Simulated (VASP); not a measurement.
# WC (P4/mmm) in VASP: relaxation of cell and atoms with PBE

Aim: the relaxation of cell and atoms of WC with PBE.

All numbers are computed with VASP 6.6.1; they aren't measurements. Logs are shortened: lines on timing, memory, paths and dates and some standing lists are left out, and cuts for length are marked.

## Step 1: The cell of the first run

Symmetry: P4/mmm, No. 123, tetragonal system. Conventional cell: a = 2.815 Å, b = 2.815 Å, c = 3.857 Å, α = 90.00°, β = 90.00°, γ = 90.00°. W (site symmetry 4/mmm) has 8 C at 2.77 Å and 4 W at 2.82 Å within 3.7 Å. Within 3.7 Å of C (site symmetry 4/mmm) lie 8 W at 2.77 Å and 4 C at 2.82 Å.

## Step 2: Relaxation of cell and atoms, PBE

Input file INCAR:

```
SYSTEM = WC
PREC = Accurate
ENCUT = 600
EDIFF = 1E-7
ISMEAR = 0
SIGMA = 0.1
LREAL = .FALSE.
LASPH = .TRUE.
NELM = 80
ALGO = Normal
ISIF = 3
LWAVE = .FALSE.
LCHARG = .FALSE.
GGA = PE
IBRION = 2
NSW = 90
EDIFFG = -0.04
```

Input file KPOINTS:

```
regular mesh
0
G
  6 6 4
  0 0 0
```

Input file POSCAR:

```
WC
1.0
    2.8150623400      0.0000000000      0.0000000000
    0.0000000000      2.8150623400      0.0000000000
    0.0000000000      0.0000000000      3.8566258500
W C
1 1
Direct
    0.0000000000      0.0000000000      0.0000000000
    0.5000000000      0.5000000000      0.5000000000
```

Potentials or basis: VASP PAW PBE potentials, release 64 (W_sv, C).

Started as:

```bash
$ cat potpaw_PBE.64/W_sv/POTCAR potpaw_PBE.64/C/POTCAR > POTCAR
$ mpirun -np 1 vasp_std > vasp.out
```

OUTCAR:

```text
SYSTEM = WC
   PREC = Accurate
   ENCUT = 600
   EDIFF = 1E-7
   ISMEAR = 0
   LREAL = .FALSE.
   LASPH = .TRUE.
   NELM = 80
   ISIF = 3
   GGA = PE
   IBRION = 2
   NSW = 90
   EDIFFG = -0.04

 ion  position               nearest neighbor table
   1  0.000  0.000  0.000-   2 2.77   2 2.77   2 2.77   2 2.77   2 2.77   2 2.77   2 2.77   2 2.77

   2  0.500  0.500  0.500-   1 2.77   1 2.77   1 2.77   1 2.77   1 2.77   1 2.77   1 2.77   1 2.77

  LATTYP: Found a simple tetragonal cell.
 ALAT       =     2.8150623400
 C/A-ratio  =     1.3699966055

  Lattice vectors:

 A1 = (   2.8150623400,   0.0000000000,   0.0000000000)
 A2 = (   0.0000000000,   2.8150623400,   0.0000000000)
 A3 = (   0.0000000000,   0.0000000000,   3.8566258500)

Analysis of symmetry for initial positions (statically):
=====================================================================
 Subroutine PRICEL returns:
 Original cell was already a primitive cell.

 Routine SETGRP: Setting up the symmetry group for a
 simple tetragonal supercell.

 Subroutine GETGRP returns: Found 16 space group operations
 (whereof 16 operations were pure point group operations)
 out of a pool of 16 trial point group operations.

The static configuration has the point symmetry D_4h.

Analysis of symmetry for dynamics (positions and initial velocities):
=====================================================================
 Subroutine PRICEL returns:
 Original cell was already a primitive cell.

 Routine SETGRP: Setting up the symmetry group for a
 simple tetragonal supercell.

 Subroutine GETGRP returns: Found 16 space group operations
 (whereof 16 operations were pure point group operations)
 out of a pool of 16 trial point group operations.

The dynamic configuration has the point symmetry D_4h.

 Subroutine INISYM returns: Found 16 space group operations
 (whereof 16 operations are pure point group operations),
 and found     1 'primitive' translations

----------------------------------------------------------------------------------------

                                     Primitive cell

  volume of cell :      30.5621

  direct lattice vectors                    reciprocal lattice vectors
     2.815062340  0.000000000  0.000000000     0.355231920  0.000000000  0.000000000
     0.000000000  2.815062340  0.000000000     0.000000000  0.355231920  0.000000000
     0.000000000  0.000000000  3.856625850     0.000000000  0.000000000  0.259294015

  length of vectors
     2.815062340  2.815062340  3.856625850     0.355231920  0.355231920  0.259294015

  position of ions in fractional coordinates (direct lattice)
     0.000000000  0.000000000  0.000000000
     0.500000000  0.500000000  0.500000000

  ion indices of the primitive-cell ions
   primitive index   ion index
                 1           1
                 2           2

[... 83 lines left out ...]
   NUPDOWN=      -1.0000    fix difference up-down
   EMIN   =  10.00;   EMAX   =-10.00  energy-range for DOS
   EFERMI =   0.00;   METHOD = LEGACY
   ISMEAR =     0;   SIGMA  =   0.10  broadening in eV -4-tet -1-fermi 0-gaus
   EFERMI_NEDOS =   21; number of points for ismear=-14 and -15
   IALGO  =     38    algorithm
   IMIX   =      4    mixing-type and parameters
     AMIX     =   0.40;   BMIX     =  1.00
     AMIX_MAG =   1.60;   BMIX_MAG =  1.00
  volume/ion in A,a.u.               =      15.28       103.12
  Fermi-wavevector in a.u.,A,eV,Ry     =   1.372264  2.593204 25.621264  1.883110
  Thomas-Fermi vector in A             =   2.497887
   LORBIT       =      0    0 simple, 1 ext, 2 COOP (PROOUT), +10 PAW based schemes
   GGA     = PE    functional components
   LHFCALC =     F    Hartree Fock is set to
   AEXX    =    0.0000 exact exchange contribution
   IVDW    =     0    specifies the selected vdW correction
   LEPSILON=     F    determine dielectric tensor
   LRPA    =     F    only Hartree local field effects (RPA)
 conjugate gradient relaxation of ions
 non-spin polarized calculation
 Gauss-broadening in eV      SIGMA  =   0.10
  energy-cutoff  :      600.00
  volume of cell :       30.56
 maximum number of plane-waves:      1039
 NGX is ok and might be reduce to    24
   NGX = 11   NGY = 11   NGZ = 15

--------------------------------------- Ionic step        1  -------------------------------------------

 number of electron      18.0000002 magnetization

 Free energy of the ion-electron system (eV)
  ---------------------------------------------------
  ext. energy  EPLUGINS =         0.00000000
  ---------------------------------------------------
  free energy    TOTEN  =       -16.71887257 eV

  energy without entropy =      -16.70928305  energy(sigma->0) =      -16.71407781

 E-fermi :   7.0118     XC(G=0): -11.8088

 val. band max:        6.9908439735   @ k =   0.5000   0.5000   0.0000
 cond. band min:       7.0485971467   @ k =   0.3333   0.0000   0.0000
 fundamental gap:      0.0577531732
 Fermi energy:         7.0117550468

 k-point     1 :       0.0000    0.0000    0.0000
  band No.  band energies     occupation
      1     -68.0627      2.00000
      2     -32.2448      2.00000
      3     -31.7949      2.00000
      4     -31.7949      2.00000
      5      -5.1841      2.00000
      6       2.6495      2.00000
      7       3.2582      2.00000
      8       4.7365      2.00000
      9       8.4952      0.00000
     10       8.4952      0.00000
     11       8.5668      0.00000
     12       8.5668      0.00000
     13       9.2932      0.00000
[... 469 lines left out ...]
  FREE ENERGIE OF THE ION-ELECTRON SYSTEM (eV)
  ---------------------------------------------------
  free  energy   TOTEN  =       -19.3260671193 eV

  energy  without entropy=      -19.3212477426  energy(sigma->0) =      -19.32365743

[... ionic steps 4 to 7 ...]

--------------------------------------- Ionic step        8  -------------------------------------------

 number of electron      17.9999999 magnetization

------------------------ aborting loop because EDIFF is reached ----------------------------------------
[... 67 lines left out ...]
--------------------------------------- Ionic step       10  -------------------------------------------

 number of electron      17.9999999 magnetization

 Free energy of the ion-electron system (eV)
  ---------------------------------------------------
  ext. energy  EPLUGINS =         0.00000000
  ---------------------------------------------------
  free energy    TOTEN  =       -20.61899253 eV

  energy without entropy =      -20.61706792  energy(sigma->0) =      -20.61803023

 E-fermi :  12.1510     XC(G=0): -14.0063

 val. band max:       11.9561229155   @ k =   0.1667   0.0000   0.0000
 cond. band min:      12.1566365624   @ k =   0.5000   0.5000   0.0000
 fundamental gap:      0.2005136469
 Fermi energy:        12.1509851562

 k-point     1 :       0.0000    0.0000    0.0000
  band No.  band energies     occupation
      1     -62.5721      2.00000
      2     -26.4049      2.00000
      3     -26.4049      2.00000
      4     -26.3142      2.00000
      5      -3.0780      2.00000
      6       7.0732      2.00000
      7       7.2209      2.00000
      8      12.1649      0.84428
      9      12.3683      0.00212
     10      12.3683      0.00212
     11      15.1118      0.00000
     12      15.1118      0.00000
     13      15.1353      0.00000
[... 397 lines left out ...]
  FREE ENERGIE OF THE ION-ELECTRON SYSTEM (eV)
  ---------------------------------------------------
  free  energy   TOTEN  =       -20.6189925347 eV

  energy  without entropy=      -20.6170679244  energy(sigma->0) =      -20.61803023

 reached required accuracy - stopping structural energy minimisation
```

OSZICAR:

```text
N       E                     dE             d eps       ncg     rms          rms(c)
DAV:   1     0.118463916342E+03    0.11846E+03   -0.10239E+04   780   0.158E+03
DAV:   2    -0.143362649182E+02   -0.13280E+03   -0.12914E+03   930   0.379E+02
DAV:   3    -0.191550597454E+02   -0.48188E+01   -0.47105E+01   976   0.623E+01
[... 110 lines left out ...]
DAV:   4    -0.206189892817E+02    0.18009E-03   -0.54191E-04   900   0.246E-01    0.702E-02
DAV:   5    -0.206189955202E+02   -0.62384E-05   -0.28761E-05   790   0.570E-02    0.108E-02
DAV:   6    -0.206189927130E+02    0.28072E-05   -0.90132E-06   885   0.276E-02    0.181E-03
DAV:   7    -0.206189925292E+02    0.18372E-06   -0.20353E-07   625   0.480E-03    0.140E-03
DAV:   8    -0.206189925347E+02   -0.54424E-08   -0.91668E-09   390   0.118E-03
  10 F= -.20618993E+02 E0= -.20618030E+02  d E =-.122933E-02
```

CONTCAR:

```text
WC
   1.00000000000000
     2.7216101970745079    0.0000000000000000    0.0000000000000000
     0.0000000000000000    2.7216101970745084   -0.0000000000000000
    -0.0000000000000000   -0.0000000000000000    2.7460636921302544
  W               C
     1     1
Direct
     0.0000000000000000    0.0000000000000000    0.0000000000000000
     0.5000000000000000    0.5000000000000000    0.5000000000000000

  0.00000000E+00  0.00000000E+00  0.00000000E+00
  0.00000000E+00  0.00000000E+00  0.00000000E+00
```

Run time: 76 s. Hardware: 1 thread of Intel Xeon 6975P-C, shared host; peak memory 0.17 GiB.

Results:

* Free energy: -20.6190 eV
* Relaxed volume: 10.17 Å³/atom
* Relaxed cell: a = 2.722 Å, b = 2.722 Å, c = 2.746 Å, α = 90.00°, β = 90.00°, γ = 90.00°
* Space group after relaxing (to 0.05 Å): Pm-3m (No. 221)
* Energy gained by relaxing: 1950.1 meV/atom
* Ionic steps: 10
* Pressure after relaxing: 0.5 GPa
* Band gap on the k mesh: zero (band 9 reaches 18.06 eV, above the bottom of band 10 at 11.90 eV)

Step by step:
```tsv
step	energy change (eV)	largest force (eV/Å)	pressure (GPa)	volume (Å³)
1	0.0000	0.0000	-43.51	30.56
2	-1.0981	0.0000	183.83	15.47
3	-2.6072	0.0000	17.38	20.07
4	-1.9313	0.0000	147.61	16.13
5	-3.3814	0.0000	49.59	18.31
6	-3.3882	0.0000	53.14	18.20
7	-3.8498	0.0000	-14.16	21.27
8	-3.8989	0.0000	-1.86	20.47
9	-3.8989	0.0000	-1.04	20.42
10	-3.9001	0.0000	0.47	20.34
```

Final structure:
```yaml
crystal:
  lattice:
    - [2.72161, 0.00000, 0.00000]
    - [0.00000, 2.72161, 0.00000]
    - [0.00000, 0.00000, 2.74606]
  atoms:
    - { symbol: W, position: [0.00000, 0.00000, 0.00000] }
    - { symbol: C, position: [0.50000, 0.50000, 0.50000] }
```

Levels at points of the mesh, in eV from the Fermi level:
| k point | band 5 | band 6 | band 7 | band 8 | band 9 | band 10 | band 11 | band 12 | band 13 |
| --- | --- | --- | --- | --- | --- | --- | --- | --- | --- |
| (0.00, 0.00, 0.00) | -15.23 | -5.08 | -4.93 | 0.01 | 0.22 | 0.22 | 2.96 | 2.96 | 2.98 |
| (0.50, 0.00, 0.00) | -11.15 | -9.26 | -3.82 | -3.39 | -3.21 | 3.48 | 4.65 | 6.95 | 7.02 |
| (0.50, 0.50, 0.00) | -12.10 | -4.34 | -4.34 | -3.80 | 0.01 | 0.01 | 1.20 | 3.23 | 5.68 |
| (0.00, 0.00, 0.50) | -11.20 | -9.38 | -4.02 | -3.16 | -3.16 | 3.46 | 4.49 | 7.09 | 7.09 |
| (0.50, 0.00, 0.50) | -12.12 | -4.39 | -4.37 | -4.10 | 0.03 | 0.23 | 1.36 | 3.46 | 5.64 |
| (0.50, 0.50, 0.50) | -8.22 | -8.10 | -8.10 | -8.06 | 5.90 | 5.91 | 7.82 | 8.22 | 8.22 |

Caveat: the k points lie up to 0.57 Å⁻¹ apart in the final cell; the volume moved by over 15 % at a fixed basis, so the end points are rough; spin-orbit coupling is left out, which moves the levels of the heavy elements.
